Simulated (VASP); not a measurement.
**Ni: single point with PBE**

The system is Ni.

```
Ni
1.0
     0.00000    1.82360    1.75905
     1.69449    0.00000    1.75905
     1.69449    1.82360    0.00000
Ni
1
Direct
  0.00000 0.00000 0.00000
```

This cell differs from its parent crystal: strain +e along x and -e along y -0.0367, strain +e along z and -e/2 along x and y +0.0000.

```json
{
 "Program": "VASP 6.6.1",
 "Task": "single point",
 "Functional": "PBE",
 "Potentials or basis": "VASP PAW PBE potentials, release 64 (Ni)",
 "Cutoff": "520 eV",
 "k mesh": "22 × 22 × 22",
 "Occupations": "gaussian, width 0.15 eV",
 "Spin": "collinear spin, ferromagnetic start",
 "Starting moments": "[0.75] μB",
 "Dipole correction": "no",
 "Further INCAR settings": "ALGO = Normal; EDIFF = 1e-06; NBANDS = 15"
}
```

| Property | Result |
| --- | --- |
| Pressure | 0.7 GPa |
| Net moment | 0.63 μB per cell |
| Site moments | Ni +0.64 μB |
| Valence electrons inside the program's atomic spheres | Ni 9.31 |

Stress tensor (GPa, compression positive):
```
 4.44  0.00  0.00
 0.00 -3.96  0.00
 0.00  0.00  1.49
```

Levels at points of the mesh, in eV from the Fermi level:
Spin up:
| k point | band 2 | band 3 | band 4 | band 5 | band 6 | band 7 | band 8 | band 9 |
| --- | --- | --- | --- | --- | --- | --- | --- | --- |
| (0.00, 0.00, 0.00) | -2.64 | -2.40 | -2.19 | -1.47 | -1.05 | 23.82 | 27.24 | 27.61 |
| (0.50, 0.00, 0.00) | -2.61 | -2.19 | -0.67 | -0.52 | -0.27 | 5.70 | 21.65 | 24.03 |
| (0.50, 0.50, 0.00) | -4.15 | -0.61 | -0.56 | -0.32 | 2.45 | 9.22 | 14.89 | 14.94 |
| (0.50, 0.00, 0.50) | -4.16 | -0.54 | -0.52 | -0.42 | 1.64 | 8.27 | 15.76 | 15.81 |
| (0.00, 0.50, 0.50) | -4.21 | -0.56 | -0.53 | -0.36 | 3.36 | 10.25 | 13.95 | 13.95 |
Spin down:
```csv
k point,band 1,band 2,band 3,band 4,band 5,band 6,band 7,band 8,band 9,band 10
"(0.00, 0.00, 0.00)",-9.04,-1.89,-1.65,-1.45,-0.88,-0.47,23.66,27.18,27.60,28.06
"(0.50, 0.00, 0.00)",-4.40,-1.99,-1.58,-0.33,0.08,0.24,6.12,21.55,24.09,26.17
"(0.50, 0.50, 0.00)",-4.30,-3.54,0.05,0.22,0.56,2.41,9.47,14.88,14.97,19.97
"(0.50, 0.00, 0.50)",-4.34,-3.52,0.09,0.30,0.45,1.60,8.54,15.75,15.83,20.71
"(0.00, 0.50, 0.50)",-4.25,-3.62,0.07,0.33,0.51,3.33,10.47,13.96,13.97,19.16
```

Wall time 3.4 min on 1 thread of AMD EPYC 9R45 96-Core Processor (Zen 5), on a shared host, peak memory 0.41 GiB.

Caveat: the cell differs from its parent crystal (strain +e along x and -e along y -0.0367, strain +e along z and -e/2 along x and y +0.0000).
